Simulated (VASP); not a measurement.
# NiO (Fm-3m) in VASP: a series of runs

The runs below take NiO through single point, with PBE+U.

Everything below comes from runs of VASP 6.6.1. Logs are shortened: lines on timing, memory, paths and dates and some standing lists are left out, and cuts for length are marked.

### Step 1. The cell of the first run

It takes space group Fm-3m (No. 225, cubic). The conventional cell has a = 4.172 Å, b = 4.172 Å, c = 4.172 Å, α = 90.00°, β = 90.00°, γ = 90.00°. Ni (site symmetry m-3m) has 6 O at 2.09 Å within 2.8 Å. O (site symmetry m-3m) has 6 Ni at 2.09 Å within 2.8 Å.

### Step 2. Single point, PBE+U, collinear spin, ferromagnetic start

INCAR reads:

```
PREC = Accurate ; ENCUT = 520
EDIFF = 1E-6 ; ISMEAR = 0
SIGMA = 0.05 ; LREAL = False
LASPH = True ; NELM = 150
ALGO = Normal ; ISIF = 2
LWAVE = False ; LCHARG = True
ISPIN = 2 ; MAGMOM = 2 0
LORBIT = 11 ; LMAXMIX = 4
LDAU = True ; LDAUTYPE = 2
LDAUL = 2 -1 ; LDAUU = 6.2 0
LDAUJ = 0 0 ; LDAUPRINT = 1
GGA = PE ; LELF = True
LVHAR = True ; NBANDS = 19
```

KPOINTS reads:

```
Automatic mesh
0
Gamma
  6 6 6
```

POSCAR reads:

```
NiO
1.0
    0.0000000000      2.0859016414      2.0859016414
    2.0859016414      0.0000000000      2.0859016414
    2.0859016414      2.0859016414      0.0000000000
Ni O
1 1
Direct
    0.0000000000      0.0000000000      0.0000000000
    0.5000000000      0.5000000000      0.5000000000
```

Potentials or basis: VASP PAW PBE potentials, release 64 (Ni, O).

Command:

```console
> cat potpaw_PBE.64/Ni/POTCAR potpaw_PBE.64/O/POTCAR > POTCAR
> mpirun -np 1 vasp_std > vasp.out
```

OUTCAR:

```text
PREC = Accurate
   ENCUT = 520
   EDIFF = 1E-6
   ISMEAR = 0
   LREAL = False
   LASPH = True
   NELM = 150
   ISIF = 2
   ISPIN = 2
   LORBIT = 11
   GGA = PE

 ion  position               nearest neighbor table
   1  0.000  0.000  0.000-   2 2.09   2 2.09   2 2.09   2 2.09   2 2.09   2 2.09
   2  0.500  0.500  0.500-   1 2.09   1 2.09   1 2.09   1 2.09   1 2.09   1 2.09

  LATTYP: Found a face centered cubic cell.
 ALAT       =     4.1718032828

  Lattice vectors:

 A1 = (   0.0000000000,   2.0859016414,   2.0859016414)
 A2 = (   2.0859016414,   0.0000000000,   2.0859016414)
 A3 = (   2.0859016414,   2.0859016414,   0.0000000000)

Analysis of symmetry for initial positions (statically):
[... 25 lines left out ...]
The dynamic configuration has the point symmetry O_h .

Analysis of structural, dynamic, and magnetic symmetry:
=====================================================================
 Subroutine PRICEL returns:
[... 7 lines left out ...]
 out of a pool of 48 trial point group operations.

The overall configuration has the point symmetry O_h .

 Subroutine INISYM returns: Found 48 space group operations
[... 5 lines left out ...]
                                     Primitive cell

  volume of cell :      18.1515

  direct lattice vectors                    reciprocal lattice vectors
     0.000000000  2.085901641  2.085901641    -0.239704495  0.239704495  0.239704495
     2.085901641  0.000000000  2.085901641     0.239704495 -0.239704495  0.239704495
     2.085901641  2.085901641  0.000000000     0.239704495  0.239704495 -0.239704495

  length of vectors
     2.949910391  2.949910391  2.949910391     0.415180364  0.415180364  0.415180364

  position of ions in fractional coordinates (direct lattice)
     0.000000000  0.000000000  0.000000000
     0.500000000  0.500000000  0.500000000

  ion indices of the primitive-cell ions
   primitive index   ion index
                 1           1
                 2           2

----------------------------------------------------------------------------------------

 KPOINTS: Automatic mesh

Automatic generation of k-mesh.
 Grid dimensions read from file:
 generate k-points for:    6    6    6

 Generating k-lattice:

  Cartesian coordinates                     Fractional coordinates (reciprocal lattice)
    -0.039950749  0.039950749  0.039950749     0.166666667  0.000000000  0.000000000
     0.039950749 -0.039950749  0.039950749     0.000000000  0.166666667  0.000000000
     0.039950749  0.039950749 -0.039950749     0.000000000  0.000000000  0.166666667

  Length of vectors
     0.069196727  0.069196727  0.069196727

[... 115 lines left out ...]
  o =  0.9839  v =  1.0000  0.0000  0.0000  0.0000  0.0000  0.0000  0.0000  0.0000  0.0000  0.0000      0.0000  0.0000  0.0000  0.0000  0.0000  0.0000  0.0000  0.0000  0.0000  0.0000
  o =  0.9839  v =  0.0000  0.6847  0.0000  0.7288 -0.0000  0.0000  0.0000  0.0000  0.0000  0.0000      0.0000  0.0000  0.0000  0.0000  0.0000  0.0000  0.0000  0.0000  0.0000  0.0000
  o =  1.0387  v =  0.0000  0.0000 -0.0027  0.0000  1.0000  0.0000  0.0000  0.0000  0.0000  0.0000      0.0000  0.0000  0.0000  0.0000  0.0000  0.0000  0.0000  0.0000  0.0000  0.0000
  o =  1.0387  v =  0.0000 -0.0000  1.0000  0.0000  0.0027  0.0000  0.0000  0.0000  0.0000  0.0000      0.0000  0.0000  0.0000  0.0000  0.0000  0.0000  0.0000  0.0000  0.0000  0.0000

 number of electron      16.0000001 magnetization       2.0000007

 Free energy of the ion-electron system (eV)
  ---------------------------------------------------
  ext. energy  EPLUGINS =         0.00000000
  ---------------------------------------------------
  free energy    TOTEN  =       -10.16106291 eV

  energy without entropy =      -10.16106291  energy(sigma->0) =      -10.16106291

 E-fermi :   7.0756     XC(G=0): -12.6659

 val. band max:        6.8598498123   @ k =   0.5000   0.0000   0.0000
 cond. band min:       9.3741515909   @ k =   0.0000   0.0000   0.0000
 fundamental gap:      2.5143017787
 Fermi energy:         7.0755874780

 spin component 1

 k-point     1 :       0.0000    0.0000    0.0000
  band No.  band energies     occupation
      1     -12.0480      1.00000
      2       0.7223      1.00000
      3       0.7224      1.00000
      4       1.8393      1.00000
      5       1.8394      1.00000
      6       1.8394      1.00000
[... 328 lines left out ...]
      5       1.6097      1.00000
      6       2.6823      1.00000
[... 11 lines left out ...]
     18      40.4719      0.00000
     19      43.1856      0.00000
 Fermi energy:         7.0755874780

 spin component 2

 k-point     1 :       0.0000    0.0000    0.0000
  band No.  band energies     occupation
      1     -11.7407      1.00000
      2       2.8301      1.00000
      3       2.8306      1.00000
      4       2.8308      1.00000
      5       5.7729      1.00000
      6       5.7729      1.00000
[... 329 lines left out ...]
      6       4.1534      1.00000
[... 11 lines left out ...]
     18      41.6036      0.00000
     19      43.6654      0.00000

------------------------ aborting loop because EDIFF is reached ----------------------------------------

  FORCE on cell =-STRESS in cart. coord.  units (eV):
  Direction    XX          YY          ZZ          XY          YZ          ZX
  --------------------------------------------------------------------------------------
  -------------------------------------------------------------------------------------
  Total        0.3854512      0.3854512      0.3854512     -0.0000000      0.0000000     -0.0000000
  in kB       34.0226780     34.0226780     34.0226780     -0.0000000      0.0000000     -0.0000000
  external PRESSURE =      34.0226780 kB  Pullay stress =       0.0000000 kB

 VOLUME and BASIS-vectors are now :
 -----------------------------------------------------------------------------
  energy-cutoff  :      520.00
  volume of cell :       18.15
      direct lattice vectors                 reciprocal lattice vectors
     0.000000000  2.085901641  2.085901641    -0.239704495  0.239704495  0.239704495
     2.085901641  0.000000000  2.085901641     0.239704495 -0.239704495  0.239704495
     2.085901641  2.085901641  0.000000000     0.239704495  0.239704495 -0.239704495

 POSITION                                       TOTAL-FORCE (eV/Angst)
 -----------------------------------------------------------------------------------
      0.00000      0.00000      0.00000         0.000000      0.000000      0.000000
      2.08590      2.08590      2.08590        -0.000000     -0.000000     -0.000000
 -----------------------------------------------------------------------------------
    total drift:                                0.000000     -0.000000     -0.000000

  FREE ENERGIE OF THE ION-ELECTRON SYSTEM (eV)
  ---------------------------------------------------
  free  energy   TOTEN  =       -10.1610629122 eV

  energy  without entropy=      -10.1610629122  energy(sigma->0) =      -10.16106291

 total charge

# of ion       s       p       d       tot
------------------------------------------
    1        0.345   0.429   8.228   9.003
    2        1.547   3.487   0.000   5.034
--------------------------------------------------
tot          1.893   3.915   8.228  14.036

 magnetization (x)

# of ion       s       p       d       tot
------------------------------------------
    1        0.012   0.013   1.799   1.823
    2        0.018   0.154   0.000   0.172
--------------------------------------------------
tot          0.029   0.167   1.799   1.995
```

It took 6.8 s on 1 thread of Intel Xeon 6975P-C (Granite Rapids), shared host; peak memory 0.15 GiB.

Results:

```
Free energy                                           : -10.1611 eV
Pressure                                              : 3.4 GPa
Band gap on the k mesh                                : 2.51 eV, indirect (least direct gap 3.20 eV)
Net moment                                            : 2.00 μB per cell
Site moments                                          : Ni +1.82; O +0.17 μB
Valence electrons inside the program's atomic spheres : Ni 9.00; O 5.03
```

Eigenvalues of the final occupation matrices:
| site | spin | trace | eigenvalues |
| --- | --- | --- | --- |
| site 1 d | 1 | 5.03 | 0.98 0.98 0.98 1.04 1.04 |
| site 1 d | 2 | 3.23 | 0.14 0.14 0.98 0.98 0.98 |

Caveat: the k points lie up to 0.43 Å⁻¹ apart; a cell with one magnetic atom can't hold antiferromagnetic order, which such compounds often take. A k mesh can miss the band edges.

### Step 3. Single point, PBE+U, collinear spin, antiferromagnetic start

This run uses another cell than the first one: it holds 4 atoms, not 2.

INCAR reads:

```
PREC = Accurate ; ENCUT = 520
EDIFF = 1E-6 ; ISMEAR = 0
SIGMA = 0.05 ; LREAL = F
LASPH = T ; NELM = 150
ALGO = Normal ; ISIF = 2
LWAVE = F ; LCHARG = T
ISPIN = 2 ; MAGMOM = 2 -2 0 0
LORBIT = 11 ; LMAXMIX = 4
LDAU = T ; LDAUTYPE = 2
LDAUL = 2 -1 ; LDAUU = 6.2 0
LDAUJ = 0 0 ; LDAUPRINT = 1
GGA = PE ; LELF = T
LVHAR = T ; NBANDS = 28
```

KPOINTS reads:

```
Automatic mesh
0
Gamma
  5 5 3
```

POSCAR reads:

```
NiO
1.0
    0.0000000000      2.1337902789     -2.1337902789
    0.0000000000      2.1337902789      2.1337902789
    4.2675805578      0.0000000000      0.0000000000
Ni O
2 2
Direct
    0.0000000000      0.0000000000      0.0000000000
    0.5000000000      0.5000000000      0.5000000000
    0.0000000000      1.0000000000      0.5000000000
    0.5000000000      1.5000000000      1.0000000000
```

Potentials or basis: VASP PAW PBE potentials, release 64 (Ni, O).

Command:

```console
> cat potpaw_PBE.64/Ni/POTCAR potpaw_PBE.64/O/POTCAR > POTCAR
> mpirun -np 1 vasp_std > vasp.out
```

It took 12 s on 1 thread of Intel Xeon 6975P-C (Granite Rapids), shared host; peak memory 0.16 GiB.

It converged, with:

* Free energy: -20.2640 eV
* Pressure: -8.0 GPa
* Band gap on the k mesh: 2.62 eV
* Net moment: 0.00 μB per cell
* Site moments: Ni +1.84, -1.84; O -0.06, +0.06 μB
* Valence electrons inside the program's atomic spheres: Ni 8.87; O 5.00

Levels at points of the mesh, in eV from the valence-band top:
Spin up:
| k point | band 12 | band 13 | band 14 | band 15 | band 16 | band 17 | band 18 | band 19 | band 20 | band 21 |
| --- | --- | --- | --- | --- | --- | --- | --- | --- | --- | --- |
| (0.00, 0.00, 0.00) | -2.21 | -2.21 | -0.91 | -0.90 | -0.90 | 2.62 | 2.91 | 3.10 | 7.04 | 11.60 |
Spin down:
| k point | band 14 | band 15 | band 16 | band 17 | band 18 | band 19 |
| --- | --- | --- | --- | --- | --- | --- |
| (0.00, 0.00, 0.00) | -0.91 | -0.90 | -0.90 | 2.62 | 2.91 | 3.10 |

Eigenvalues of the final occupation matrices:
```csv
site,spin,trace,eigenvalues
site 1 d,1,5.00,0.98 0.98 0.98 1.03 1.03
site 1 d,2,3.19,0.12 0.13 0.98 0.98 0.98
site 2 d,1,3.19,0.12 0.13 0.98 0.98 0.98
site 2 d,2,5.00,0.98 0.98 0.98 1.03 1.03
```

Caveat: the k points lie up to 0.49 Å⁻¹ apart. The state reached can hang on the start; a lower one may exist.

[end of part 1 of 2]
